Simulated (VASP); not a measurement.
# Si (Fd-3m) in VASP: single point with PBE

Aim: the single point of Si with PBE.

All numbers are computed with VASP 6.6.1; they aren't measurements. Logs are shortened: lines on timing, memory, paths and dates and some standing lists are left out, and cuts for length are marked.

### 1 The cell of the first run

It takes space group Fd-3m (No. 227, cubic). Conventional cell: a = 5.430 Å, b = 5.430 Å, c = 5.430 Å, α = 90.00°, β = 90.00°, γ = 90.00°. Si (site symmetry -43m) has 4 Si at 2.35 Å within 3.1 Å.

### 2 Single point, PBE

Input file INCAR:

```
  ALGO = Normal
  EDIFF = 1E-6
  ENCUT = 500
  GGA = PE
  GGA_COMPAT = F
  ISIF = 2
  ISMEAR = 0
  LASPH = T
  LCHARG = F
  LREAL = F
  LWAVE = F
  NBANDS = 26
  NELM = 120
  PREC = Accurate
  SIGMA = 0.01
```

Input file KPOINTS:

```
k-points
0
Gamma
  1 1 1
```

Input file POSCAR:

```
Si
1.0
    5.4300000000      0.0000000000      0.0000000000
    0.0000000000      5.4300000000      0.0000000000
    0.0000000000      0.0000000000      5.4300000000
Si
8
Direct
    0.0000000000      0.0000000000      0.0000000000
    0.0000000000      0.5000000000      0.5000000000
    0.5000000000      0.0000000000      0.5000000000
    0.5000000000      0.5000000000      0.0000000000
    0.2500000000      0.2500000000      0.2500000000
    0.2500000000      0.7500000000      0.7500000000
    0.7500000000      0.2500000000      0.7500000000
    0.7500000000      0.7500000000      0.2500000000
```

Potentials or basis: VASP PAW PBE potentials, release 64 (Si).

Run with:

```bash
$ cat potpaw_PBE.64/Si/POTCAR > POTCAR
$ mpirun -np 1 vasp_gam > vasp.out
```

OUTCAR:

```text
EDIFF = 1E-6
   ENCUT = 500
   GGA = PE
   ISIF = 2
   ISMEAR = 0
   LASPH = T
   LREAL = F
   NELM = 120
   PREC = Accurate

 ion  position               nearest neighbor table
   1  0.000  0.000  0.000-   5 2.35   6 2.35   7 2.35   8 2.35
   2  0.000  0.500  0.500-   5 2.35   6 2.35   7 2.35   8 2.35
   3  0.500  0.000  0.500-   5 2.35   6 2.35   7 2.35   8 2.35
   4  0.500  0.500  0.000-   5 2.35   6 2.35   7 2.35   8 2.35
   5  0.250  0.250  0.250-   1 2.35   2 2.35   3 2.35   4 2.35
   6  0.250  0.750  0.750-   1 2.35   2 2.35   3 2.35   4 2.35
   7  0.750  0.250  0.750-   1 2.35   2 2.35   3 2.35   4 2.35
   8  0.750  0.750  0.250-   1 2.35   2 2.35   3 2.35   4 2.35

  LATTYP: Found a simple cubic cell.
 ALAT       =     5.4300000000

  Lattice vectors:

 A1 = (   5.4300000000,   0.0000000000,   0.0000000000)
 A2 = (   0.0000000000,   5.4300000000,   0.0000000000)
 A3 = (   0.0000000000,   0.0000000000,   5.4300000000)

Analysis of symmetry for initial positions (statically):
=====================================================================
 Subroutine PRICEL returns following result:

  LATTYP: Found a face centered cubic cell.
 ALAT       =     5.4300000000

  Lattice vectors:

 A1 = (   2.7150000000,  -2.7150000000,   0.0000000000)
 A2 = (   2.7150000000,   0.0000000000,   2.7150000000)
 A3 = (   0.0000000000,  -2.7150000000,   2.7150000000)

   4 primitive cells build up your supercell.

 Routine SETGRP: Setting up the symmetry group for a
 simple cubic supercell.

 Subroutine GETGRP returns: Found 48 space group operations
 (whereof 24 operations were pure point group operations)
 out of a pool of 48 trial point group operations.

The static configuration has the point symmetry T_d .
 The point group associated with its full space group is O_h .

Analysis of symmetry for dynamics (positions and initial velocities):
=====================================================================
 Subroutine PRICEL returns following result:

  LATTYP: Found a face centered cubic cell.
 ALAT       =     5.4300000000

  Lattice vectors:

 A1 = (   2.7150000000,  -2.7150000000,   0.0000000000)
 A2 = (   2.7150000000,   0.0000000000,   2.7150000000)
 A3 = (   0.0000000000,  -2.7150000000,   2.7150000000)

   4 primitive cells build up your supercell.

 Routine SETGRP: Setting up the symmetry group for a
 simple cubic supercell.

 Subroutine GETGRP returns: Found 48 space group operations
 (whereof 24 operations were pure point group operations)
 out of a pool of 48 trial point group operations.

The dynamic configuration has the point symmetry T_d .
 The point group associated with its full space group is O_h .

 Subroutine INISYM returns: Found 48 space group operations
 (whereof 24 operations are pure point group operations),
 and found     4 'primitive' translations

----------------------------------------------------------------------------------------

                                     Primitive cell

  volume of cell :      40.0258

  direct lattice vectors                    reciprocal lattice vectors
     2.715000000 -2.715000000  0.000000000     0.184162063 -0.184162063 -0.184162063
     2.715000000  0.000000000  2.715000000     0.184162063  0.184162063  0.184162063
     0.000000000 -2.715000000  2.715000000    -0.184162063 -0.184162063  0.184162063

  length of vectors
     3.839589822  3.839589822  3.839589822     0.318978049  0.318978049  0.318978049

  position of ions in fractional coordinates (direct lattice)
     0.000000000  0.000000000  0.000000000
     0.750000000  0.750000000  0.750000000

  ion indices of the primitive-cell ions
   primitive index   ion index
                 1           1
                 2           5

----------------------------------------------------------------------------------------

 KPOINTS: k-points

Automatic generation of k-mesh.
 Grid dimensions read from file:
 generate k-points for:    1    1    1

 Generating k-lattice:

  Cartesian coordinates                     Fractional coordinates (reciprocal lattice)
     0.184162063  0.000000000  0.000000000     1.000000000  0.000000000  0.000000000
     0.000000000  0.184162063  0.000000000     0.000000000  1.000000000  0.000000000
     0.000000000  0.000000000  0.184162063     0.000000000  0.000000000  1.000000000

  Length of vectors
     0.184162063  0.184162063  0.184162063

  Shift w.r.t. Gamma in fractional coordinates (k-lattice)
     0.000000000  0.000000000  0.000000000

 Subroutine IBZKPT returns following result:
 ===========================================

 Found      1 irreducible k-points:

 Following reciprocal coordinates:
            Coordinates               Weight
  0.000000  0.000000  0.000000      1.000000
   k-points           NKPTS =      1   k-points in BZ     NKDIM =      1   number of bands    NBANDS=     26
   number of dos      NEDOS =    301   number of ions     NIONS =      8
   total plane-waves  NPLWV =  64000
   dimension x,y,z NGX =    40 NGY =   40 NGZ =   40
   dimension x,y,z NGXF=    80 NGYF=   80 NGZF=   80
   ions per type =               8
   NGX,Y,Z   is equivalent  to a cutoff of  12.25, 12.25, 12.25 a.u.
   NGXF,Y,Z  is equivalent  to a cutoff of  24.49, 24.49, 24.49 a.u.
 SYSTEM =  unknown system
   PREC   = accura    normal or accurate (medium, high low for compatibility)
   ISTART =      0    job   : 0-new  1-cont  2-samecut
   ICHARG =      2    charge: 1-file 2-atom 10-const
   ISPIN  =      1    spin polarized calculation?
   LNONCOLLINEAR =      F non collinear calculations
   LSORBIT =      F    spin-orbit coupling
   LASPH  =      T    aspherical Exc in radial PAW
   ENCUT  =  500.0 eV  36.75 Ry    6.06 a.u.   9.90  9.90  9.90*2*pi/ulx,y,z
   NELM   =    120;   NELMIN=  2; NELMDL= -5     # of ELM steps
   EDIFF  = 0.1E-05   stopping-criterion for ELM
   LREAL  =      F    real-space projection
   EDIFFG = 0.1E-04   stopping-criterion for IOM
   NSW    =      0    number of steps for IOM
   IBRION =     -1    ionic relax: 0-MD 1-quasi-New 2-CG
   NFREE  =      0    steps in history (QN), initial steepest desc. (CG)
   ISIF   =      2    stress and relaxation
   ISYM   =      2    0-nonsym 1-usesym 2-fastsym
   POTIM  = 0.5000    time-step for ionic-motion
   TEBEG  =    0.0;   TEEND  =   0.0 temperature during run
   PSTRESS=    0.0 pullay stress
   NELECT =      32.0000    total number of electrons
   NUPDOWN=      -1.0000    fix difference up-down
   EMIN   =  10.00;   EMAX   =-10.00  energy-range for DOS
   EFERMI =   0.00;   METHOD = LEGACY
   ISMEAR =     0;   SIGMA  =   0.01  broadening in eV -4-tet -1-fermi 0-gaus
   EFERMI_NEDOS =   21; number of points for ismear=-14 and -15
   IALGO  =     38    algorithm
   IMIX   =      4    mixing-type and parameters
     AMIX     =   0.40;   BMIX     =  1.00
     AMIX_MAG =   1.60;   BMIX_MAG =  1.00
  volume/ion in A,a.u.               =      20.01       135.05
  Fermi-wavevector in a.u.,A,eV,Ry     =   0.957176  1.808800 12.465458  0.916185
  Thomas-Fermi vector in A             =   2.086170
   LORBIT       =      0    0 simple, 1 ext, 2 COOP (PROOUT), +10 PAW based schemes
   GGA     = PE    functional components
   LHFCALC =     F    Hartree Fock is set to
   AEXX    =    0.0000 exact exchange contribution
   IVDW    =     0    specifies the selected vdW correction
   LEPSILON=     F    determine dielectric tensor
   LRPA    =     F    only Hartree local field effects (RPA)
 non-spin polarized calculation
 Gauss-broadening in eV      SIGMA  =   0.01
  energy-cutoff  :      500.00
  volume of cell :      160.10
 maximum number of plane-waves:      2034
 NGX is ok and might be reduce to    40
   NGX = 19   NGY = 19   NGZ = 19

 number of electron      32.0000004 magnetization

 Free energy of the ion-electron system (eV)
  ---------------------------------------------------
  ext. energy  EPLUGINS =         0.00000000
  ---------------------------------------------------
  free energy    TOTEN  =       -33.16137372 eV

  energy without entropy =      -33.16137372  energy(sigma->0) =      -33.16137372

 E-fermi :   6.2289     XC(G=0):  -9.1863

 val. band max:        6.1581139922   @ k =   0.0000   0.0000   0.0000
 cond. band min:       6.7624351811   @ k =   0.0000   0.0000   0.0000
 fundamental gap:      0.6043211889
 Fermi energy:         6.2288939383

 k-point     1 :       0.0000    0.0000    0.0000
  band No.  band energies     occupation
      1      -5.8599      2.00000
      2      -1.6914      2.00000
      3      -1.6914      2.00000
      4      -1.6914      2.00000
      5      -1.6914      2.00000
      6      -1.6914      2.00000
      7      -1.6914      2.00000
      8       3.2368      2.00000
      9       3.2368      2.00000
     10       3.2368      2.00000
     11       3.2368      2.00000
     12       3.2368      2.00000
     13       3.2368      2.00000
     14       6.1581      2.00000
     15       6.1581      2.00000
     16       6.1581      2.00000
     17       6.7624      0.00000
     18       6.7624      0.00000
     19       6.7624      0.00000
     20       6.7624      0.00000
     21       6.7624      0.00000
     22       6.7624      0.00000
     23       8.5960      0.00000
     24       8.5960      0.00000
     25       8.5960      0.00000
     26       9.5742      0.00000

------------------------ aborting loop because EDIFF is reached ----------------------------------------

  FORCE on cell =-STRESS in cart. coord.  units (eV):
  Direction    XX          YY          ZZ          XY          YZ          ZX
  --------------------------------------------------------------------------------------
  -------------------------------------------------------------------------------------
  Total       11.0251032     11.0251032     11.0251032     -0.0000000      0.0000000     -0.0000000
  in kB      110.3300355    110.3300355    110.3300355     -0.0000000      0.0000000     -0.0000000
  external PRESSURE =     110.3300355 kB  Pullay stress =       0.0000000 kB

 VOLUME and BASIS-vectors are now :
 -----------------------------------------------------------------------------
  energy-cutoff  :      500.00
  volume of cell :      160.10
      direct lattice vectors                 reciprocal lattice vectors
     5.430000000  0.000000000  0.000000000     0.184162063  0.000000000  0.000000000
     0.000000000  5.430000000  0.000000000     0.000000000  0.184162063  0.000000000
     0.000000000  0.000000000  5.430000000     0.000000000  0.000000000  0.184162063

 POSITION                                       TOTAL-FORCE (eV/Angst)
 -----------------------------------------------------------------------------------
      0.00000      0.00000      0.00000        -0.000000      0.000000     -0.000000
      0.00000      2.71500      2.71500         0.000000     -0.000000     -0.000000
      2.71500      0.00000      2.71500        -0.000000      0.000000      0.000000
      2.71500      2.71500      0.00000         0.000000     -0.000000     -0.000000
      1.35750      1.35750      1.35750         0.000000     -0.000000     -0.000000
      1.35750      4.07250      4.07250         0.000000     -0.000000      0.000000
      4.07250      1.35750      4.07250        -0.000000      0.000000      0.000000
      4.07250      4.07250      1.35750        -0.000000      0.000000      0.000000
 -----------------------------------------------------------------------------------
    total drift:                                0.000000     -0.000000     -0.000000

  FREE ENERGIE OF THE ION-ELECTRON SYSTEM (eV)
  ---------------------------------------------------
  free  energy   TOTEN  =       -33.1613737242 eV

  energy  without entropy=      -33.1613737242  energy(sigma->0) =      -33.16137372
```

Wall time 15 s (1 thread of Intel Xeon Platinum 8259CL at 2.50GHz (Skylake/Cascade Lake), shared host); peak memory 0.21 GiB.

What came out:

```
Free energy            : -33.1614 eV
Pressure               : 11.0 GPa
Band gap on the k mesh : 0.60 eV
```

Caveat: the k points lie up to 1.16 Å⁻¹ apart.
